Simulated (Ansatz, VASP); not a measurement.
## Al2O3 in VASP and in Ansatz

```xyz
5
Lattice="2.7978 0.0000 0.0000 -1.3989 2.4230 0.0000 0.0000 0.0000 9.0567" Properties=species:S:1:pos:R:3 pbc="T T T"
Al    0.0000    0.0000    1.3584
Al    0.0000    0.0000    7.6982
O     0.0000    1.6153    2.0134
O     1.3989    0.8077    0.0000
O     0.0000    1.6153    7.0432
```

Change from the starting cell: strain -0.030 along x and y, -0.030 along z, atoms carried along.

Alike in both runs: task single point; functional r2SCAN; k mesh 12 × 12 × 4; occupations gaussian, width 0.05 eV; no spin polarisation.

|  | VASP | Ansatz |
| --- | --- | --- |
| version | VASP 6.6.1 | Ansatz 0.2.0 |
| potentials or method | VASP PAW PBE potentials, release 64 (Al, O), cutoff 520 eV | scalar-relativistic, plane waves, PAW |
| valence electrons in the cell | 24 | 24 |

VASP gave:

```
gap on the k mesh at the Fermi level (eV)                     : 6.45
least direct gap on the mesh (eV)                             : 6.73
pressure (GPa)                                                : 10.7
traceless stress, the component that is largest in VASP (GPa) : -4.12
rms of the force components (eV/Å)                            : 0.305
```

Problem. What did Ansatz give for the same quantities?

Solution. gap on the k mesh at the Fermi level (eV): 6.48; least direct gap on the mesh (eV): 6.75; pressure (GPa): 10.7; traceless stress, the component that is largest in VASP (GPa): -3.69; rms of the force components (eV/Å): 0.316.

VASP's potentials were made for PBE, not for r2SCAN. Atom by atom the forces differ by 0.011 eV/Å (rms over components). With one functional, cell and mesh, what is left measures potentials, basis and numerics.
